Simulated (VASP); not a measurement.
# AlNi (Cmmm) in VASP: further runs

Aim: see how the results for AlNi move with the level of theory and the settings. Levels: BLYP, PBEsol, r2SCAN. Tasks: single point.

Everything below comes from runs of VASP 6.6.1. Logs are shortened: lines on timing, memory, paths and dates and some standing lists are left out, and cuts for length are marked.

**1. The cell of the first run**

Symmetry: Cmmm, No. 65, orthorhombic system. The conventional cell has a = 3.877 Å, b = 3.906 Å, c = 3.099 Å, α = 90.00°, β = 90.00°, γ = 90.00°. Al (site symmetry mmm) has 8 Ni at 2.48 to 2.49 Å and 6 Al at 2.75 to 3.10 Å within 3.3 Å. Within 3.3 Å of Ni (site symmetry mmm) lie 8 Al at 2.48 to 2.49 Å and 6 Ni at 2.75 to 3.10 Å.

**2. Single point, BLYP, collinear spin, ferromagnetic start**

INCAR

```
PREC = Accurate
ENCUT = 520
EDIFF = 1E-7
ISMEAR = 0
SIGMA = 0.1
LREAL = F
LASPH = T
NELM = 150
ALGO = Normal
ISIF = 2
LWAVE = F
LCHARG = F
ISPIN = 2
MAGMOM = 0 1.5
LORBIT = 11
LMAXMIX = 4
GGA = B5
ALDAX = 1.0
AGGAX = 1.0
AGGAC = 1.0
ALDAC = 0.0
NBANDS = 18
```

KPOINTS

```
Automatic mesh
0
Gamma
  12 12 11
```

POSCAR

```
AlNi
1.0
    1.9386940000     -1.9531900000      0.0000000000
    1.9386940000      1.9531900000      0.0000000000
    0.0000000000      0.0000000000      3.0994300000
Al Ni
1 1
Direct
    0.0000000000      0.0000000000      0.0000000000
    0.5000000000      0.5000000000      0.5000000000
```

Potentials or basis: VASP PAW PBE potentials, release 64 (Al, Ni).

Run with:

```bash
$ cat potpaw_PBE.64/Al/POTCAR potpaw_PBE.64/Ni/POTCAR > POTCAR
$ mpirun -np 1 vasp_std > vasp.out
```

OUTCAR:

```text
PREC = Accurate
   ENCUT = 520
   EDIFF = 1E-7
   ISMEAR = 0
   LREAL = F
   LASPH = T
   NELM = 150
   ISIF = 2
   ISPIN = 2
   LORBIT = 11
   GGA = B5

 ion  position               nearest neighbor table
   1  0.000  0.000  0.000-   2 2.48   2 2.48   2 2.48   2 2.48   2 2.49   2 2.49   2 2.49   2 2.49

   2  0.500  0.500  0.500-   1 2.48   1 2.48   1 2.48   1 2.48   1 2.49   1 2.49   1 2.49   1 2.49

  LATTYP: Found a base centered orthorhombic cell.
 ALAT       =     3.8773880000
 B/A-ratio  =     1.0074771986
 C/A-ratio  =     0.7993602910

  Lattice vectors:

 A1 = (   1.9386940000,  -1.9531900000,   0.0000000000)
 A2 = (   1.9386940000,   1.9531900000,   0.0000000000)
 A3 = (   0.0000000000,   0.0000000000,   3.0994300000)

Analysis of symmetry for initial positions (statically):
=====================================================================
 Subroutine PRICEL returns:
 Original cell was already a primitive cell.

 Routine SETGRP: Setting up the symmetry group for a
 base centered orthorhombic supercell.

 Subroutine GETGRP returns: Found  8 space group operations
 (whereof  8 operations were pure point group operations)
 out of a pool of  8 trial point group operations.

The static configuration has the point symmetry D_2h.

Analysis of symmetry for dynamics (positions and initial velocities):
=====================================================================
 Subroutine PRICEL returns:
 Original cell was already a primitive cell.

 Routine SETGRP: Setting up the symmetry group for a
 base centered orthorhombic supercell.

 Subroutine GETGRP returns: Found  8 space group operations
 (whereof  8 operations were pure point group operations)
 out of a pool of  8 trial point group operations.

The dynamic configuration has the point symmetry D_2h.

Analysis of structural, dynamic, and magnetic symmetry:
=====================================================================
 Subroutine PRICEL returns:
 Original cell was already a primitive cell.

 Routine SETGRP: Setting up the symmetry group for a
 base centered orthorhombic supercell.

 Subroutine GETGRP returns: Found  8 space group operations
 (whereof  8 operations were pure point group operations)
 out of a pool of  8 trial point group operations.

The overall configuration has the point symmetry D_2h.

 Subroutine INISYM returns: Found  8 space group operations
 (whereof  8 operations are pure point group operations),
 and found     1 'primitive' translations

----------------------------------------------------------------------------------------

                                     Primitive cell

  volume of cell :      23.4728

  direct lattice vectors                    reciprocal lattice vectors
     1.938694000 -1.953190000  0.000000000     0.257905580 -0.255991481  0.000000000
     1.938694000  1.953190000  0.000000000     0.257905580  0.255991481  0.000000000
     0.000000000  0.000000000  3.099430000     0.000000000  0.000000000  0.322639969

  length of vectors
     2.751996657  2.751996657  3.099430000     0.363382617  0.363382617  0.322639969

  position of ions in fractional coordinates (direct lattice)
     0.000000000  0.000000000  0.000000000
     0.500000000  0.500000000  0.500000000

  ion indices of the primitive-cell ions
   primitive index   ion index
                 1           1
                 2           2

----------------------------------------------------------------------------------------

 KPOINTS: Automatic mesh

Automatic generation of k-mesh.
 Grid dimensions read from file:
 generate k-points for:   12   12   11

 Generating k-lattice:

  Cartesian coordinates                     Fractional coordinates (reciprocal lattice)
     0.021492132 -0.021332623  0.000000000     0.083333333  0.000000000  0.000000000
     0.021492132  0.021332623  0.000000000     0.000000000  0.083333333  0.000000000
     0.000000000  0.000000000  0.029330906     0.000000000  0.000000000  0.090909091

  Length of vectors
     0.030281885  0.030281885  0.029330906

  Shift w.r.t. Gamma in fractional coordinates (k-lattice)
     0.000000000  0.000000000  0.000000000

 Subroutine IBZKPT returns following result:
 ===========================================

 Found    258 irreducible k-points:

 Following reciprocal coordinates:
            Coordinates               Weight
  0.000000  0.000000  0.000000      1.000000
  0.083333 -0.000000  0.000000      4.000000
  0.166667 -0.000000  0.000000      4.000000
  0.250000  0.000000  0.000000      4.000000
  0.333333 -0.000000  0.000000      4.000000
  0.416667  0.000000  0.000000      4.000000
[... 16 lines left out ...]
  0.500000  0.166667  0.000000      4.000000
 -0.416667  0.166667  0.000000      4.000000
 [... further k-points ...]
   k-points           NKPTS =    258   k-points in BZ     NKDIM =    258   number of bands    NBANDS=     18
   number of dos      NEDOS =    301   number of ions     NIONS =      2
   total plane-waves  NPLWV =   9600
   dimension x,y,z NGX =    20 NGY =   20 NGZ =   24
   dimension x,y,z NGXF=    40 NGYF=   40 NGZF=   48
   ions per type =               1   1
   NGX,Y,Z   is equivalent  to a cutoff of  12.08, 12.08, 12.87 a.u.
   NGXF,Y,Z  is equivalent  to a cutoff of  24.16, 24.16, 25.75 a.u.
 SYSTEM =  unknown system
   PREC   = accura    normal or accurate (medium, high low for compatibility)
   ISTART =      0    job   : 0-new  1-cont  2-samecut
   ICHARG =      2    charge: 1-file 2-atom 10-const
   ISPIN  =      2    spin polarized calculation?
   LNONCOLLINEAR =      F non collinear calculations
   LSORBIT =      F    spin-orbit coupling
   LASPH  =      T    aspherical Exc in radial PAW
   ENCUT  =  520.0 eV  38.22 Ry    6.18 a.u.   5.12  5.12  5.76*2*pi/ulx,y,z
   NELM   =    150;   NELMIN=  2; NELMDL= -5     # of ELM steps
   EDIFF  = 0.1E-06   stopping-criterion for ELM
   LREAL  =      F    real-space projection
   EDIFFG = 0.1E-05   stopping-criterion for IOM
   NSW    =      0    number of steps for IOM
   IBRION =     -1    ionic relax: 0-MD 1-quasi-New 2-CG
   NFREE  =      0    steps in history (QN), initial steepest desc. (CG)
   ISIF   =      2    stress and relaxation
   ISYM   =      2    0-nonsym 1-usesym 2-fastsym
   POTIM  = 0.5000    time-step for ionic-motion
   TEBEG  =    0.0;   TEEND  =   0.0 temperature during run
   PSTRESS=    0.0 pullay stress
   NELECT =      13.0000    total number of electrons
   NUPDOWN=      -1.0000    fix difference up-down
   EMIN   =  10.00;   EMAX   =-10.00  energy-range for DOS
   EFERMI =   0.00;   METHOD = LEGACY
   ISMEAR =     0;   SIGMA  =   0.10  broadening in eV -4-tet -1-fermi 0-gaus
   EFERMI_NEDOS =   21; number of points for ismear=-14 and -15
   IALGO  =     38    algorithm
   IMIX   =      4    mixing-type and parameters
     AMIX     =   0.40;   BMIX     =  1.00
     AMIX_MAG =   1.60;   BMIX_MAG =  1.00
  volume/ion in A,a.u.               =      11.74        79.20
  Fermi-wavevector in a.u.,A,eV,Ry     =   1.344417  2.540580 24.591957  1.807458
  Thomas-Fermi vector in A             =   2.472413
   LORBIT       =     11    0 simple, 1 ext, 2 COOP (PROOUT), +10 PAW based schemes
   GGA     = B5    functional components
   LHFCALC =     F    Hartree Fock is set to
   AEXX    =    0.0000 exact exchange contribution
   IVDW    =     0    specifies the selected vdW correction
   LEPSILON=     F    determine dielectric tensor
   LRPA    =     F    only Hartree local field effects (RPA)
 spin polarized calculation
 Gauss-broadening in eV      SIGMA  =   0.10
  energy-cutoff  :      520.00
  volume of cell :       23.47
 maximum number of plane-waves:       646
   NGX = 11   NGY = 11   NGZ = 11

 number of electron      13.0000022 magnetization      -0.0014928

 number of electron      13.0000022 magnetization       0.0000331

 Free energy of the ion-electron system (eV)
  ---------------------------------------------------
  ext. energy  EPLUGINS =         0.00000000
  ---------------------------------------------------
  free energy    TOTEN  =        -8.51737658 eV

  energy without entropy =       -8.51351996  energy(sigma->0) =       -8.51544827

 E-fermi :  10.7511     XC(G=0): -11.5871

 val. band max:       10.7505313967   @ k =  -0.1667   0.0833   0.2727
 cond. band min:      10.7523577400   @ k =   0.1667   0.0833   0.2727
 fundamental gap:      0.0018263432
 Fermi energy:        10.7510882322

 spin component 1

 k-point     1 :       0.0000    0.0000    0.0000
  band No.  band energies     occupation
      1      -0.4477      1.00000
      2       7.3562      1.00000
      3       7.4983      1.00000
      4       9.0704      1.00000
      5       9.0903      1.00000
      6       9.3682      1.00000
[... 10 lines left out ...]
     17      34.2517      0.00000
     18      34.3075      0.00000
[... 463 lines left out ...]
 k-point    24 :      -0.4167    0.1667    0.0000
  band No.  band energies     occupation
      1       3.3439      1.00000
      2       5.9200      1.00000
      3       8.0672      1.00000
      4       8.1095      1.00000
      5       8.6034      1.00000
      6       8.9341      1.00000
[... 10 lines left out ...]
     17      34.0833      0.00000
     18      34.7197      0.00000

 [... further k-points ...]

 spin component 2

 k-point     1 :       0.0000    0.0000    0.0000
  band No.  band energies     occupation
      1      -0.4477      1.00000
      2       7.3562      1.00000
      3       7.4983      1.00000
      4       9.0705      1.00000
      5       9.0903      1.00000
      6       9.3682      1.00000
[... 10 lines left out ...]
     17      34.2475      0.00000
     18      34.4402      0.00000
[... 463 lines left out ...]
 k-point    24 :      -0.4167    0.1667    0.0000
  band No.  band energies     occupation
      1       3.3439      1.00000
      2       5.9200      1.00000
      3       8.0672      1.00000
      4       8.1096      1.00000
      5       8.6034      1.00000
      6       8.9341      1.00000
[... 10 lines left out ...]
     17      34.0833      0.00000
     18      34.7197      0.00000

 [... further k-points ...]
[... 5 lines left out ...]
  --------------------------------------------------------------------------------------
  -------------------------------------------------------------------------------------
  Total        2.0394830      1.8292761      0.9629469     -0.0000000      0.0000000      0.0000000
  in kB      139.2082856    124.8602670     65.7275345     -0.0000000      0.0000000      0.0000000
  external PRESSURE =     109.9320290 kB  Pullay stress =       0.0000000 kB

 VOLUME and BASIS-vectors are now :
 -----------------------------------------------------------------------------
  energy-cutoff  :      520.00
  volume of cell :       23.47
      direct lattice vectors                 reciprocal lattice vectors
     1.938694000 -1.953190000  0.000000000     0.257905580 -0.255991481  0.000000000
     1.938694000  1.953190000  0.000000000     0.257905580  0.255991481  0.000000000
     0.000000000  0.000000000  3.099430000     0.000000000  0.000000000  0.322639969

 POSITION                                       TOTAL-FORCE (eV/Angst)
 -----------------------------------------------------------------------------------
      0.00000      0.00000      0.00000         0.000000     -0.000000      0.000000
      1.93869      0.00000      1.54971        -0.000000      0.000000      0.000000
 -----------------------------------------------------------------------------------
    total drift:                                0.000000      0.000000      0.000000

  FREE ENERGIE OF THE ION-ELECTRON SYSTEM (eV)
  ---------------------------------------------------
  free  energy   TOTEN  =        -8.5173765788 eV

  energy  without entropy=       -8.5135199577  energy(sigma->0) =       -8.51544827

 total charge

# of ion       s       p       d       tot
------------------------------------------
    1        0.386   0.422   0.000   0.808
    2        0.493   0.530   8.526   9.549
--------------------------------------------------
tot          0.879   0.952   8.526  10.357

 magnetization (x)

# of ion       s       p       d       tot
------------------------------------------
    1       -0.000  -0.000   0.000  -0.000
    2       -0.000   0.000   0.000   0.000
--------------------------------------------------
tot         -0.000  -0.000   0.000   0.000
```

Run time: 2.9 min. Hardware: 1 thread of Intel Xeon Platinum 8375C at 2.90GHz (Ice Lake), shared host; peak memory 0.27 GiB.

Results:

* Free energy: -8.5174 eV
* Pressure: 11.0 GPa
* Net moment: 0.00 μB per cell
* Valence electrons inside the program's atomic spheres: Al 0.81; Ni 9.55

Caveat: the starting moments collapsed, and a magnetic state may lie lower; the PAW data sets were made with another functional, which shifts forces and pressure a little.

(Continued in part 2 of 2.)
